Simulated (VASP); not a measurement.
A run of VASP 6.6.1 is set up as follows.

Contents of INCAR:

```
SYSTEM = Sn4ClO7
PREC = Accurate
ENCUT = 520
EDIFF = 1E-6
ISMEAR = -1
SIGMA = 0.05
LREAL = .FALSE.
LASPH = .TRUE.
NELM = 60
ALGO = Normal
ISIF = 2
LWAVE = .FALSE.
LCHARG = .FALSE.
GGA = PS
IVDW = 13
NELECT = 104.0
NBANDS = 64
```

The input KPOINTS:

```
Automatic mesh
0
Gamma
  2 2 2
  0.5 0.5 0.5
```

POSCAR

```
Sn4ClO7
1.0
    4.7690460000      0.0000000000      0.0000000000
    0.0000000000      4.7690460000      0.0000000000
    0.0000000000      0.0000000000      6.4242020000
Sn O Cl
4 7 1
Direct
    0.0071150000      0.9752800000      0.9972540000
    0.0028070000      0.0038520000      0.4848320000
    0.5018340000      0.4943570000      0.2466220000
    0.5080460000      0.5145170000      0.7469300000
    0.3133430000      0.3207070000      0.9920930000
    0.7061090000      0.7135960000      0.9963390000
    0.6876310000      0.6847310000      0.4984820000
    0.1974930000      0.8408830000      0.2332660000
    0.1743190000      0.8321230000      0.7551090000
    0.8016320000      0.2144810000      0.2428980000
    0.8013000000      0.1965930000      0.7497710000
    0.3080110000      0.3116230000      0.4773980000
```

Potentials or basis: VASP PAW PBE potentials, release 64 (Sn_d, O, Cl).

Command:

```sh
$ cat potpaw_PBE.64/Sn_d/POTCAR potpaw_PBE.64/O/POTCAR potpaw_PBE.64/Cl/POTCAR > POTCAR
$ mpirun -np 1 vasp_std > vasp.out
```

Q: What does it give for the largest force?

A: 15.610 eV/Å.

Q: What does it give for the dispersion energy per atom?

A: -0.168 eV.

Forces in eV/Å, atoms in the order of the input:
```
Sn   -1.596   5.015  -0.758
Sn   -8.199  -5.914   1.949
Sn    6.095   7.444 -12.293
Sn    2.566   2.447   6.626
O    -0.694  -0.174  -0.033
O    -2.508  -2.063   0.432
O     0.824   1.318  -0.798
O     2.209  -2.140   2.984
O     2.843  -2.330  -3.784
O     1.496  -1.424   0.316
O     0.153   0.138  -1.081
Cl   -3.189  -2.316   6.438
```

Caveat: the k points lie up to 0.66 Å⁻¹ apart; the cell carries a net charge on a neutralising background, which shifts energy and pressure; the PAW data sets were made with another functional, which shifts forces and pressure a little.
